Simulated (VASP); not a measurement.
Wanted: the native input for a VASP 6.6.1 run.

| Property | Result |
| --- | --- |
| Task | single point |
| Functional | r2SCAN |
| Potentials or basis | VASP PAW PBE potentials, release 64 (Mg_sv, O) |
| Cutoff | 920 eV |
| k mesh | 10 × 10 × 10 |
| Occupations | gaussian, width 0.01 eV |
| Spin | no spin polarisation |
| Dipole correction | no |
| Further INCAR settings | ALGO = Normal; EDIFF = 1e-06; NBANDS = 15 |

The system is MgO.

```
Mg O
1.0
     0.01872    2.09986    2.09986
     2.09986    0.01872    2.09986
     2.09986    2.09986    0.01872
Mg O
1 1
Direct
  0.00000 0.00000 0.00000
  0.50000 0.50000 0.50000
```

This cell differs from its parent crystal: epitaxial 111 strain -1.0%.

One way to write it, as run:

POSCAR

```
MgO
1.0
    0.0187185858      2.0998643271      2.0998643271
    2.0998643271      0.0187185858      2.0998643271
    2.0998643271      2.0998643271      0.0187185858
Mg O
1 1
Direct
    0.0000000000      0.0000000000      0.0000000000
    0.5000000000      0.5000000000      0.5000000000
```

INCAR.step1

```
PREC = Accurate
ENCUT = 920
ISMEAR = 0
SIGMA = 0.01
LREAL = False
LASPH = True
NELM = 120
NBANDS = 15
GGA = PE
ALGO = Normal
EDIFF = 1E-5
LWAVE = True
LCHARG = False
GGA_COMPAT = False
```

INCAR.step2

```
PREC = Accurate
ENCUT = 920
EDIFF = 1E-6
ISMEAR = 0
SIGMA = 0.01
LREAL = False
LASPH = True
NELM = 120
ALGO = Normal
ISIF = 2
LWAVE = False
LCHARG = False
METAGGA = R2SCAN
LMIXTAU = True
NBANDS = 15
ISTART = 1
GGA_COMPAT = False
```

KPOINTS

```
Automatic mesh
0
Gamma
  10 10 10
```

Potentials or basis: VASP PAW PBE potentials, release 64 (Mg_sv, O).

Launch:

```console
$ cat potpaw_PBE.64/Mg_sv/POTCAR potpaw_PBE.64/O/POTCAR > POTCAR
$ cp INCAR.step1 INCAR
$ mpirun -np 1 vasp_std > vasp.out
$ cp INCAR.step2 INCAR
$ mpirun -np 1 vasp_std > vasp.out
```

It gave:

The pressure is 3.4 GPa. The band gap on the k mesh is 5.83 eV.

Caveat: the cell differs from its parent crystal (epitaxial 111 strain -1.0%); the cell stands under pressure; the PAW data sets were made with another functional, which shifts forces and pressure a little.

It took 4.1 min on 1 thread of Intel(R) Xeon(R) Platinum 8259CL CPU @ 2.50GHz (Skylake/Cascade Lake), on a shared host, peak memory 0.21 GiB.
